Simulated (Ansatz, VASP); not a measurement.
**Two plane-wave programs on AlN**

```
Al N
1.0
     0.00000    2.03383    2.03383
     2.03383    0.00000    2.03383
     2.03383    2.03383    0.00000
Al N
1 1
Direct
  0.00000 0.00000 0.00000
  0.50000 0.50000 0.50000
```

Change from the starting cell: species swapped into the SbRh type (Pnma, No. 62).

Alike in both runs: task relaxation of cell and atoms; functional PBE; k mesh 8 × 8 × 8; occupations gaussian, width 0.1 eV; no spin polarisation.

```csv
,VASP,Ansatz
version,VASP 6.6.1,Ansatz 0.2.0
potentials or method,"VASP PAW PBE potentials, release 64 (Al, N), cutoff 600 eV","scalar-relativistic, plane waves, PAW"
valence electrons in the cell,8,8
```

Ansatz gave:

* gap on the k mesh at the Fermi level, each at its own relaxed structure (eV): 4.45
* relaxed volume (Å³/atom): 8.42
* relaxed cell length with the largest relative difference (Å): 2.877

Problem. What did VASP give for the same quantities?

Solution. gap on the k mesh at the Fermi level, each at its own relaxed structure (eV): 4.43; relaxed volume (Å³/atom): 8.41; relaxed cell length with the largest relative difference (Å): 2.876.

Noted on VASP's run: the relaxation stopped at its first step, so nothing moved.
